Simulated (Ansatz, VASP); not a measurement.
NiGe3 in VASP and in Ansatz

```
Ge Ni
1.0
     4.03517    0.00000    0.00000
     0.00000    4.03517    0.00000
     0.00000    0.00000    4.03517
Ge Ni
3 1
Direct
  0.00000 0.50000 0.50000
  0.50000 0.00000 0.50000
  0.50000 0.50000 0.00000
  0.00000 0.00000 0.00000
```

Alike in both runs: functional PBE; k mesh 10 × 10 × 10; occupations gaussian, width 0.1 eV; no spin polarisation.

Ansatz relaxed the structure, and its values are those at the end. VASP's run is a single point on that final structure, the one shown.

|  | VASP | Ansatz |
| --- | --- | --- |
| version | VASP 6.6.1 | Ansatz 0.2.0 |
| potentials or method | VASP PAW PBE potentials, release 64 (Ge_d, Ni), cutoff 520 eV | scalar-relativistic, plane waves, PAW |
| valence electrons in the cell | 52 | 60 |

|  | VASP | Ansatz | Ansatz less VASP |
| --- | --- | --- | --- |
| gap on the k mesh at the Fermi level (eV) | none | none | - |
| pressure (GPa) | 0.0 | 0.0 | -0.06 |

A gap of «none» marks a metal or a gap that the smearing closes. VASP's potentials hold 52 valence electrons a cell and Ansatz's 60, so a difference there can come from the potentials and not from the codes.
